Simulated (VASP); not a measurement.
# B8N7 (a cell with a defect) in VASP: notebook

The runs below take B8N7 (a cell with a defect) through single point, with PBE.

Everything below comes from runs of VASP 6.6.1. Logs are shortened: lines on timing, memory, paths and dates and some standing lists are left out, and cuts for length are marked.

## 1. The cell of the first run

The cell holds a defect, 15 atoms: a = 4.936 Å, b = 4.936 Å, c = 5.108 Å, α = 104.99°, β = 104.99°, γ = 117.68°.

## 2. Single point, PBE

The input, INCAR:

```
PREC     = Accurate       # precision mode
ENCUT    = 520            # plane-wave cutoff, eV
EDIFF    = 1E-6           # SCF threshold, eV
ISMEAR   = 0              # smearing method
SIGMA    = 0.05           # smearing width, eV
LREAL    = Auto         
LASPH    = True           # aspherical terms in the spheres
NELM     = 100            # most SCF steps
ALGO     = Normal         # electronic algorithm
ISIF     = 2              # what is computed and relaxed
LWAVE    = False          # write WAVECAR
LCHARG   = False          # write CHGCAR
GGA      = PE             # functional
NBANDS   = 42             # bands
NELECT   = 56.0
```

The input, KPOINTS:

```
Automatic mesh
0
Gamma
  6 6 6
```

The input, POSCAR:

```
B8N7
1.0
   -1.2770455854     -2.2119078376     -4.2240394007
   -1.2770455854     -2.2119078376      4.2240394007
   -2.5540911709      4.4238156750      0.0000000000
B N
8 7
Direct
    0.6667526990      0.6665806343      0.8333333333
    0.6667526990      0.6665806343      0.3333333333
    0.1667526990      0.1665806343      0.8333333333
    0.1667526990      0.1665806343      0.3333333333
    0.0834193657      0.5832473010      0.1666666667
    0.0834193657      0.5832473010      0.6666666667
    0.5834193657      0.0832473010      0.1666666667
    0.5834193657      0.0832473010      0.6666666667
    0.7749634139      0.4001354785      0.2312747231
    0.3540806343      0.9792526990      0.8333333333
    0.3540806343      0.9792526990      0.3333333333
    0.2707473010      0.3959193657      0.1666666667
    0.2707473010      0.3959193657      0.6666666667
    0.7707473010      0.8959193657      0.1666666667
    0.7707473010      0.8959193657      0.6666666667
```

Potentials or basis: VASP PAW PBE potentials, release 64 (B, N).

Started as:

```console
cat potpaw_PBE.64/B/POTCAR potpaw_PBE.64/N/POTCAR > POTCAR
mpirun -np 1 vasp_std > vasp.out
```

OUTCAR:

```text
PREC = Accurate
   ENCUT = 520
   EDIFF = 1E-6
   ISMEAR = 0
   LREAL = Auto
   LASPH = True
   NELM = 100
   ISIF = 2
   GGA = PE
   NELECT = 56.0

 ion  position               nearest neighbor table
   1  0.667  0.667  0.833-  15 1.57  13 1.57  14 1.57
   2  0.667  0.667  0.333-  14 1.57  12 1.57  15 1.57   9 1.65
   3  0.167  0.167  0.833-  13 1.57  15 1.57  12 1.57  10 1.58
   4  0.167  0.167  0.333-  12 1.57  14 1.57  13 1.57  11 1.58
   5  0.083  0.583  0.167-   9 1.54  11 1.57  12 1.58
   6  0.083  0.583  0.667-  10 1.57  13 1.58
   7  0.583  0.083  0.167-   9 1.28  11 1.57  10 1.57  14 1.58
   8  0.583  0.083  0.667-  10 1.57  11 1.57  15 1.58
   9  0.775  0.400  0.231-   7 1.28   5 1.54   2 1.65
  10  0.354  0.979  0.833-   8 1.57   6 1.57   7 1.57   3 1.58
  11  0.354  0.979  0.333-   7 1.57   5 1.57   8 1.57   4 1.58
  12  0.271  0.396  0.167-   4 1.57   2 1.57   3 1.57   5 1.58
  13  0.271  0.396  0.667-   3 1.57   1 1.57   4 1.57   6 1.58
  14  0.771  0.896  0.167-   2 1.57   4 1.57   1 1.57   7 1.58
  15  0.771  0.896  0.667-   1 1.57   3 1.57   2 1.57   8 1.58

  LATTYP: Found a face centered orthorhombic cell.
 ALAT       =     5.1081823418
 B/A-ratio  =     1.6538326622
 C/A-ratio  =     1.7320508075

  Lattice vectors:

 A1 = (  -3.8311367563,   2.2119078374,   4.2240394007)
 A2 = (  -5.1081823417,  -0.0000000002,   0.0000000000)
 A3 = (  -1.2770455854,  -2.2119078376,   4.2240394007)

Analysis of symmetry for initial positions (statically):
=====================================================================
 Subroutine PRICEL returns:
 Original cell was already a primitive cell.

 Routine SETGRP: Setting up the symmetry group for a
 face centered orthorhombic supercell.

 Subroutine GETGRP returns: Found  1 space group operations
 (whereof  1 operations were pure point group operations)
 out of a pool of  8 trial point group operations.

The static configuration has the point symmetry C_1 .

Analysis of symmetry for dynamics (positions and initial velocities):
=====================================================================
 Subroutine PRICEL returns:
 Original cell was already a primitive cell.

 Routine SETGRP: Setting up the symmetry group for a
 face centered orthorhombic supercell.

 Subroutine GETGRP returns: Found  1 space group operations
 (whereof  1 operations were pure point group operations)
 out of a pool of  8 trial point group operations.

The dynamic configuration has the point symmetry C_1 .

 Subroutine INISYM returns: Found  1 space group operations
 (whereof  1 operations are pure point group operations),
 and found     1 'primitive' translations

----------------------------------------------------------------------------------------

                                     Primitive cell

  volume of cell :      95.4534

  direct lattice vectors                    reciprocal lattice vectors
    -1.277045585 -2.211907838 -4.224039401    -0.195764351 -0.113024601 -0.118370108
    -1.277045585 -2.211907838  4.224039401    -0.195764351 -0.113024601  0.118370108
    -2.554091171  4.423815675  0.000000000    -0.195764351  0.113024601  0.000000000

  length of vectors
     4.936181780  4.936181780  5.108182342     0.255166071  0.255166071  0.226049201

  position of ions in fractional coordinates (direct lattice)
     0.666752699  0.666580634  0.833333333
     0.666752699  0.666580634  0.333333333
     0.166752699  0.166580634  0.833333333
     0.166752699  0.166580634  0.333333333
     0.083419366  0.583247301  0.166666667
     0.083419366  0.583247301  0.666666667
     0.583419366  0.083247301  0.166666667
     0.583419366  0.083247301  0.666666667
     0.774963414  0.400135478  0.231274723
     0.354080634  0.979252699  0.833333333
     0.354080634  0.979252699  0.333333333
     0.270747301  0.395919366  0.166666667
     0.270747301  0.395919366  0.666666667
     0.770747301  0.895919366  0.166666667
     0.770747301  0.895919366  0.666666667

  ion indices of the primitive-cell ions
   primitive index   ion index
                 1           1
                 2           2
                 3           3
                 4           4
                 5           5
                 6           6
                 7           7
                 8           8
                 9           9
                10          10
                11          11
                12          12
                13          13
                14          14
                15          15

----------------------------------------------------------------------------------------

 KPOINTS: Automatic mesh

Automatic generation of k-mesh.
 Grid dimensions read from file:
 generate k-points for:    6    6    6

 Generating k-lattice:

  Cartesian coordinates                     Fractional coordinates (reciprocal lattice)
    -0.032627392 -0.018837433 -0.019728351     0.166666667  0.000000000  0.000000000
    -0.032627392 -0.018837433  0.019728351     0.000000000  0.166666667  0.000000000
    -0.032627392  0.018837433  0.000000000     0.000000000  0.000000000  0.166666667

  Length of vectors
     0.042527679  0.042527679  0.037674867

  Shift w.r.t. Gamma in fractional coordinates (k-lattice)
     0.000000000  0.000000000  0.000000000

 Subroutine IBZKPT returns following result:
 ===========================================

 Found    112 irreducible k-points:

 Following reciprocal coordinates:
            Coordinates               Weight
  0.000000  0.000000  0.000000      1.000000
  0.166667  0.000000  0.000000      2.000000
 -0.000000  0.166667 -0.166667      2.000000
  0.000000 -0.166667  0.000000      2.000000
 -0.166667  0.000000  0.166667      2.000000
  0.333333 -0.000000 -0.000000      2.000000
[... 16 lines left out ...]
  0.500000 -0.166667 -0.333333      2.000000
 -0.333333  0.166667  0.000000      2.000000
 [... further k-points ...]
   k-points           NKPTS =    112   k-points in BZ     NKDIM =    112   number of bands    NBANDS=     42
   number of dos      NEDOS =    301   number of ions     NIONS =     15
   total plane-waves  NPLWV =  64000
   dimension x,y,z NGX =    40 NGY =   40 NGZ =   40
   dimension x,y,z NGXF=    80 NGYF=   80 NGZF=   80
   ions per type =               8   7
   NGX,Y,Z   is equivalent  to a cutoff of  13.47, 13.47, 13.02 a.u.
   NGXF,Y,Z  is equivalent  to a cutoff of  26.94, 26.94, 26.04 a.u.
 SYSTEM =  unknown system
   PREC   = accura    normal or accurate (medium, high low for compatibility)
   ISTART =      0    job   : 0-new  1-cont  2-samecut
   ICHARG =      2    charge: 1-file 2-atom 10-const
   ISPIN  =      1    spin polarized calculation?
   LNONCOLLINEAR =      F non collinear calculations
   LSORBIT =      F    spin-orbit coupling
   LASPH  =      T    aspherical Exc in radial PAW
   ENCUT  =  520.0 eV  38.22 Ry    6.18 a.u.   9.18  9.18  9.50*2*pi/ulx,y,z
   NELM   =    100;   NELMIN=  2; NELMDL= -5     # of ELM steps
   EDIFF  = 0.1E-05   stopping-criterion for ELM
   LREAL  =      T    real-space projection
   EDIFFG = 0.1E-04   stopping-criterion for IOM
   NSW    =      0    number of steps for IOM
   IBRION =     -1    ionic relax: 0-MD 1-quasi-New 2-CG
   NFREE  =      0    steps in history (QN), initial steepest desc. (CG)
   ISIF   =      2    stress and relaxation
   ISYM   =      2    0-nonsym 1-usesym 2-fastsym
   POTIM  = 0.5000    time-step for ionic-motion
   TEBEG  =    0.0;   TEEND  =   0.0 temperature during run
   PSTRESS=    0.0 pullay stress
   NELECT =      56.0000    total number of electrons
   NUPDOWN=      -1.0000    fix difference up-down
   EMIN   =  10.00;   EMAX   =-10.00  energy-range for DOS
   EFERMI =   0.00;   METHOD = LEGACY
   ISMEAR =     0;   SIGMA  =   0.05  broadening in eV -4-tet -1-fermi 0-gaus
   EFERMI_NEDOS =   21; number of points for ismear=-14 and -15
   IALGO  =     38    algorithm
   IMIX   =      4    mixing-type and parameters
     AMIX     =   0.40;   BMIX     =  1.00
     AMIX_MAG =   1.60;   BMIX_MAG =  1.00
  volume/ion in A,a.u.               =       6.36        42.94
  Fermi-wavevector in a.u.,A,eV,Ry     =   1.370483  2.589838 25.554792  1.878224
  Thomas-Fermi vector in A             =   2.496265
   LORBIT       =      0    0 simple, 1 ext, 2 COOP (PROOUT), +10 PAW based schemes
   GGA     = PE    functional components
   LHFCALC =     F    Hartree Fock is set to
   AEXX    =    0.0000 exact exchange contribution
   IVDW    =     0    specifies the selected vdW correction
   LEPSILON=     F    determine dielectric tensor
   LRPA    =     F    only Hartree local field effects (RPA)
 non-spin polarized calculation
 Gauss-broadening in eV      SIGMA  =   0.05
  energy-cutoff  :      520.00
  volume of cell :       95.45
 maximum number of plane-waves:      2616
 NGX is ok and might be reduce to    40
   NGX = 19   NGY = 19   NGZ = 19

 number of electron      56.0000003 magnetization

 Free energy of the ion-electron system (eV)
  ---------------------------------------------------
  ext. energy  EPLUGINS =         0.00000000
  ---------------------------------------------------
  free energy    TOTEN  =      -142.09606351 eV

  energy without entropy =     -142.09117267  energy(sigma->0) =     -142.09361809

 E-fermi :   5.5917     XC(G=0): -12.1598

 val. band max:        5.5887661442   @ k =   0.3333  -0.0000  -0.0000
 cond. band min:       5.5922567114   @ k =  -0.1667   0.3333  -0.0000
 fundamental gap:      0.0034905672
 Fermi energy:         5.5917359882

 k-point     1 :       0.0000    0.0000    0.0000
  band No.  band energies     occupation
      1     -13.1123      2.00000
      2      -9.9714      2.00000
      3      -9.1990      2.00000
      4      -8.9001      2.00000
      5      -8.6454      2.00000
      6      -8.3527      2.00000
[... 32 lines left out ...]
     39      15.3461      0.00000
     40      15.6788      0.00000

 k-point     2 :       0.1667    0.0000    0.0000
  band No.  band energies     occupation
      1     -12.9434      2.00000
      2     -10.1049      2.00000
      3      -9.2799      2.00000
      4      -9.1068      2.00000
      5      -8.7925      2.00000
      6      -8.4608      2.00000
[... 32 lines left out ...]
     39      15.4788      0.00000
     40      15.8464      0.00000

 k-point     3 :      -0.0000    0.1667   -0.1667
  band No.  band energies     occupation
      1     -12.9476      2.00000
      2     -10.0663      2.00000
      3      -9.3644      2.00000
      4      -9.0473      2.00000
      5      -8.8322      2.00000
      6      -8.4451      2.00000
[... 853 lines left out ...]
  band No.  band energies     occupation
      1     -12.1137      2.00000
      2     -10.9346      2.00000
      3     -10.1493      2.00000
      4      -9.4097      2.00000
      5      -8.8249      2.00000
      6      -8.2532      2.00000
[... 32 lines left out ...]
     39      16.5205      0.00000
     40      16.9710      0.00000

 k-point    24 :      -0.3333    0.1667    0.0000
  band No.  band energies     occupation
      1     -12.6498      2.00000
      2     -10.5195      2.00000
      3      -9.6497      2.00000
      4      -9.2196      2.00000
      5      -8.6979      2.00000
      6      -8.2705      2.00000
[... 32 lines left out ...]
     39      15.8556      0.00000
     40      16.2672      0.00000

 [... further k-points ...]

 [bands above 40 left out]

------------------------ aborting loop because EDIFF is reached ----------------------------------------

  FORCE on cell =-STRESS in cart. coord.  units (eV):
  Direction    XX          YY          ZZ          XY          YZ          ZX
  --------------------------------------------------------------------------------------
  -------------------------------------------------------------------------------------
  Total      -30.0188659    -31.2986678    -35.7638949      3.4557065     -3.8362330     -1.9503711
  in kB     -503.8641841   -525.3455526   -600.2940203     58.0037485    -64.3908544    -32.7368170
  external PRESSURE =    -543.1679190 kB  Pullay stress =       0.0000000 kB

 VOLUME and BASIS-vectors are now :
 -----------------------------------------------------------------------------
  energy-cutoff  :      520.00
  volume of cell :       95.45
      direct lattice vectors                 reciprocal lattice vectors
    -1.277045585 -2.211907838 -4.224039401    -0.195764351 -0.113024601 -0.118370108
    -1.277045585 -2.211907838  4.224039401    -0.195764351 -0.113024601  0.118370108
    -2.554091171  4.423815675  0.000000000    -0.195764351  0.113024601  0.000000000

 POSITION                                       TOTAL-FORCE (eV/Angst)
 -----------------------------------------------------------------------------------
     -3.83114      0.73730     -0.00073        -0.444668      0.027147      3.881489
     -2.55409     -1.47461     -0.00073         1.433512     -0.733353      0.331970
     -2.55409      2.94921     -0.00073        -0.221886      0.165916     -0.066286
     -1.27705      0.73730     -0.00073         0.211115     -0.066913      0.093465
     -1.27705     -0.73730      2.11129        -1.707770      1.347544     -2.005651
     -2.55409      1.47461      2.11129        -1.430395     -2.157271     -2.136001
     -1.27705     -0.73730     -2.11275         6.232885      5.796434     -4.149849
     -2.55409      1.47461     -2.11275         3.236484      1.537485     -1.524894
     -2.09135     -1.57609     -1.58329       -11.838728     -6.151233      4.625778
     -3.83114      0.73730      2.64075         3.233656     -0.084260      0.961671
     -2.55409     -1.47461      2.64075         0.155714      0.129043      0.690544
     -1.27705     -0.73730      0.52873         0.784209     -0.124925      1.508367
     -2.55409      1.47461      0.52873         0.112168      0.226467      0.497489
     -2.55409     -2.94921      0.52873         0.580096     -0.023349     -1.765897
     -3.83114     -0.73730      0.52873        -0.336392      0.111270     -0.942192
 -----------------------------------------------------------------------------------
    total drift:                               -0.000946      0.001113      0.003753

  FREE ENERGIE OF THE ION-ELECTRON SYSTEM (eV)
  ---------------------------------------------------
  free  energy   TOTEN  =      -142.0960635079 eV

  energy  without entropy=     -142.0911726749  energy(sigma->0) =     -142.09361809
```

It took 10 min on 1 thread of Intel Xeon 6975P-C (Granite Rapids), shared host; peak memory 0.42 GiB.

Results:

* Free energy: -142.0961 eV
* Largest force: 14.121 eV/Å

Forces on the atoms (eV/Å):
```
B    -0.445   0.027   3.881
B     1.434  -0.733   0.332
B    -0.222   0.166  -0.066
B     0.211  -0.067   0.093
B    -1.708   1.348  -2.006
B    -1.430  -2.157  -2.136
B     6.233   5.796  -4.150
B     3.236   1.537  -1.525
N   -11.839  -6.151   4.626
N     3.234  -0.084   0.962
N     0.156   0.129   0.691
N     0.784  -0.125   1.508
N     0.112   0.226   0.497
N     0.580  -0.023  -1.766
N    -0.336   0.111  -0.942
```

Caveat: the cell carries a net charge on a neutralising background, which shifts energy and pressure; the cell differs from its parent crystal (atoms taken out, atom 9 moved -0.125 of the way to it and +0.350 Å across, host rigid); the cell is charged against a uniform background, so pressure and absolute levels hang on convention.

## 3. Single point, PBE

The input, INCAR:

```
SYSTEM = B8N7
PREC = Accurate
ENCUT = 520
EDIFF = 1E-6
ISMEAR = 0
SIGMA = 0.05
LREAL = Auto
LASPH = .True.
NELM = 60
ALGO = Normal
ISIF = 2
LWAVE = .False.
LCHARG = .False.
GGA = PE
NELECT = 56.0
NBANDS = 42
```

The input, KPOINTS:

```
Automatic mesh
0
Gamma
  6 6 6
  0 0 0
```

Edit POSCAR of step 2 so:

```diff
@@ -16,3 +16,3 @@
     0.5834193657      0.0832473010      0.6666666667
-    0.7749634139      0.4001354785      0.2312747231
+    1.0123150752      0.6374871399      0.3499505538
     0.3540806343      0.9792526990      0.8333333333
```

Potentials or basis: VASP PAW PBE potentials, release 64 (B, N).

Started as:

```console
cat potpaw_PBE.64/B/POTCAR potpaw_PBE.64/N/POTCAR > POTCAR
mpirun -np 1 vasp_std > vasp.out
```

OUTCAR:

```text
SYSTEM = B8N7
   PREC = Accurate
   ENCUT = 520
   EDIFF = 1E-6
   ISMEAR = 0
   LREAL = Auto
   LASPH = .True.
   NELM = 60
   ISIF = 2
   GGA = PE
   NELECT = 56.0

 ion  position               nearest neighbor table
   1  0.667  0.667  0.833-  15 1.57  13 1.57  14 1.57
   2  0.667  0.667  0.333-  14 1.57  12 1.57  15 1.57   9 1.76
   3  0.167  0.167  0.833-  13 1.57  15 1.57  12 1.57  10 1.58
[... 1280 lines left out ...]
  energy-cutoff  :      520.00
  volume of cell :       95.45
      direct lattice vectors                 reciprocal lattice vectors
    -1.277045585 -2.211907838 -4.224039401    -0.195764351 -0.113024601 -0.118370108
    -1.277045585 -2.211907838  4.224039401    -0.195764351 -0.113024601  0.118370108
    -2.554091171  4.423815675  0.000000000    -0.195764351  0.113024601  0.000000000

 POSITION                                       TOTAL-FORCE (eV/Angst)
 -----------------------------------------------------------------------------------
     -3.83114      0.73730     -0.00073         0.242585     -0.356058      3.825896
     -2.55409     -1.47461     -0.00073        -1.570166     -1.593326      1.810042
     -2.55409      2.94921     -0.00073         0.013296     -0.007849      0.268375
     -1.27705      0.73730     -0.00073        -0.042880     -0.118083      1.243236
     -1.27705     -0.73730      2.11129        10.256094    -21.909610    -17.441435
     -2.55409      1.47461      2.11129        -1.247302     -3.177312     -1.945193
     -1.27705     -0.73730     -2.11275         3.885710      0.628958     -2.892094
     -2.55409      1.47461     -2.11275         1.520886      1.153087     -1.898453
     -1.72363      0.11081      2.64075        -6.304370     28.824789     15.002600
     -3.83114      0.73730      2.64075        -3.243083      0.192531      1.085715
     -2.55409     -1.47461      2.64075        -3.485630     -2.055903      2.306108
     -1.27705     -0.73730      0.52873         0.713664     -0.847911     -1.404038
     -2.55409      1.47461      0.52873        -0.040996      0.247949     -0.186378
     -2.55409     -2.94921      0.52873        -0.385374     -1.051527      0.854329
     -3.83114     -0.73730      0.52873        -0.312432      0.070265     -0.628709
 -----------------------------------------------------------------------------------
    total drift:                               -0.001937      0.000797      0.004034

  FREE ENERGIE OF THE ION-ELECTRON SYSTEM (eV)
  ---------------------------------------------------
  free  energy   TOTEN  =      -136.4113704121 eV

  energy  without entropy=     -136.4087077980  energy(sigma->0) =     -136.41003911
```

Wall time 9.5 min (1 thread of Intel Xeon 6975P-C (Granite Rapids), shared host); peak memory 0.42 GiB.

Results:

```yaml
Free_energy: -136.4114 eV
Largest_force: 33.101 eV/Å
```

Forces in eV/Å, atoms in the order of the input:
```
B     0.243  -0.356   3.826
B    -1.570  -1.593   1.810
B     0.013  -0.008   0.268
B    -0.043  -0.118   1.243
B    10.256 -21.910 -17.441
B    -1.247  -3.177  -1.945
B     3.886   0.629  -2.892
B     1.521   1.153  -1.898
N    -6.304  28.825  15.003
N    -3.243   0.193   1.086
N    -3.486  -2.056   2.306
N     0.714  -0.848  -1.404
N    -0.041   0.248  -0.186
N    -0.385  -1.052   0.854
N    -0.312   0.070  -0.629
```

Caveat: the cell carries a net charge on a neutralising background, which shifts energy and pressure; the cell differs from its parent crystal (atoms taken out, atom 9 moved -0.125 of the way to it and -0.700 Å across, host rigid); the cell is charged against a uniform background, so pressure and absolute levels hang on convention.

(Part 1 of 2 ends here.)
